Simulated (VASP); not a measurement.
Input of a VASP 6.6.1 run:

Contents of INCAR:

```
PREC = Accurate
ENCUT = 520
EDIFF = 1E-6
ISMEAR = -1
SIGMA = 0.05
LREAL = F
LASPH = T
NELM = 60
ALGO = Normal
ISIF = 2
LWAVE = F
LCHARG = T
GGA = PE
LELF = T
LVHAR = T
NBANDS = 11
```

File KPOINTS:

```
Automatic mesh
0
Gamma
  17 17 17
```

File POSCAR:

```
Hf
1.0
    0.0000000000      1.9741079986      1.9741079986
    1.9741079986      0.0000000000      1.9741079986
    1.9741079986      1.9741079986      0.0000000000
Hf
1
Direct
    0.0000000000      0.0000000000      0.0000000000
```

Potentials or basis: VASP PAW PBE potentials, release 64 (Hf_pv).

Command:

```bash
$ cat potpaw_PBE.64/Hf_pv/POTCAR > POTCAR
$ mpirun -np 1 vasp_std > vasp.out
```

Problem. What does it give for the pressure?

Solution. 73.0 GPa.

Problem. What does it give for the band gap on the k mesh?

Solution. Zero (band 5 reaches 9.08 eV, above the bottom of band 6 at 7.01 eV).

Caveat: the cell differs from its parent crystal (volume scaled by 0.682, to set the pressure); spin-orbit coupling is left out, which moves the levels of the heavy elements.
